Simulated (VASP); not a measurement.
Here is a VASP 6.6.1 calculation.

The input INCAR:

```
SYSTEM = VO2
ALGO = Normal
EDIFF = 1E-6
ENCUT = 600
GGA = PE
GGA_COMPAT = .FALSE.
ISIF = 2
ISMEAR = 0
ISPIN = 2
LASPH = .TRUE.
LCHARG = .FALSE.
LMAXMIX = 4
LORBIT = 11
LREAL = .FALSE.
LWAVE = .FALSE.
MAGMOM = 1 1 0 0 0 0
NBANDS = 38
NELM = 200
PREC = Accurate
SIGMA = 0.05
```

Contents of KPOINTS:

```
k-points
0
G
  6 6 10
  0 0 0
```

POSCAR

```
VO2
1.0
    4.5831750823      0.0000000000      0.0000000000
    0.0000000000      4.5831750823      0.0000000000
    0.0000000000      0.0000000000      2.8384132980
V O
2 4
Direct
    0.0000000000      0.0000000000      0.0000000000
    0.5000000000      0.5000000000      0.5000000000
    0.3000128630      0.3000128630      0.0000000000
    0.1999871370      0.8000128630      0.5000000000
    0.6999871370      0.6999871370      0.0000000000
    0.8000128630      0.1999871370      0.5000000000
```

Potentials or basis: VASP PAW PBE potentials, release 64 (V_sv, O).

Command:

```sh
$ cat potpaw_PBE.64/V_sv/POTCAR potpaw_PBE.64/O/POTCAR > POTCAR
$ mpirun -np 1 vasp_std > vasp.out
```

Q: Estimate the pressure.

A: 0.7 GPa.

Q: Predict the site moments.

A: V +1.05; O -0.05 μB.

Q: What does it give for the band gap on the k mesh?

A: Zero (filled and empty bands overlap).

Stress tensor (GPa, compression positive):
```
0.58 0.00 0.00
0.00 0.58 0.00
0.00 0.00 0.91
```

Caveat: semilocal functionals often make such compounds metallic where correlation or magnetic order opens a gap, which also shifts bond lengths. With open d or f shells a metallic result of PBE can be an artefact of self-interaction; +U or a hybrid may open a gap.
